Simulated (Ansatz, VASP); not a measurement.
**Ge: VASP beside Ansatz**

Contents of INCAR:

```
  PREC = Accurate
  ENCUT = 520
  EDIFF = 1E-6
  ISMEAR = 0
  SIGMA = 0.1
  LREAL = F
  LASPH = T
  NELM = 80
  ALGO = Normal
  ISIF = 2
  LWAVE = F
  LCHARG = F
  LDIPOL = T
  IDIPOL = 3
  DIPOL = 0.5 0.5 0.381
  GGA = PE
  IVDW = 12
  NBANDS = 36
```

The input KPOINTS:

```
Automatic mesh
0
Gamma
  9 9 1
```

POSCAR

```
Ge
1.0
    4.0226895460      0.0000000000      0.0000000000
   -2.0113447730      3.4837513384      0.0000000000
    0.0000000000      0.0000000000     18.8685220369
Ge
4
Direct
    0.3333333333      0.6666666667      0.2747571330
    0.6666666667      0.3333333333      0.2384924474
    0.0000000000      1.0000000000      0.5240750716
    0.3333333333      0.6666666667      0.4878103860
```

Input for Ansatz:

```yaml
crystal:
  lattice:
    - [4.022689546, 0.0, 0.0]
    - [-2.011344773, 3.4837513384, 0.0]
    - [0.0, 0.0, 18.8685220369]
  atoms:
    - { symbol: Ge, position: [0.3333333333, 0.6666666667, 0.274757133] }
    - { symbol: Ge, position: [0.6666666667, 0.3333333333, 0.2384924474] }
    - { symbol: Ge, position: [0.0, 1.0, 0.5240750716] }
    - { symbol: Ge, position: [0.3333333333, 0.6666666667, 0.487810386] }
basis:
  ecutwfc: 420
kpoints:
  mp_grid: { grid: [9, 9, 1] }
hamiltonian:
  xc: pbe
  pseudopotentials: { kind: paw, azcp: { folder: soft_1 } }
  dispersion: d3bj
scf:
  occupations: { method: gaussian, width: 0.1 }
output:
  forces: true
  eigenvalues: true
efield:
  axis: 3
  dipole_correction: true
  ramp_width: 0.04
```

Alike in both runs: task single point; functional PBE; dispersion D3(BJ); k mesh 9 × 9 × 1; occupations gaussian, width 0.1 eV; no spin polarisation.

```csv
,VASP,Ansatz
version,VASP 6.6.1,Ansatz 0.2.0
potentials or method,"VASP PAW PBE potentials, release 64 (Ge_d), cutoff 520 eV","scalar-relativistic, plane waves, PAW"
valence electrons in the cell,56,56
```

```tsv
	VASP	Ansatz	Ansatz less VASP
gap on the k mesh at the Fermi level (eV)	none	none	-
rms of the force components (eV/Å)	0.091	0.091	-0.0004
```

Atom by atom the forces differ by 0.001 eV/Å (rms over components). A gap of «none» marks a metal or a gap that the smearing closes.
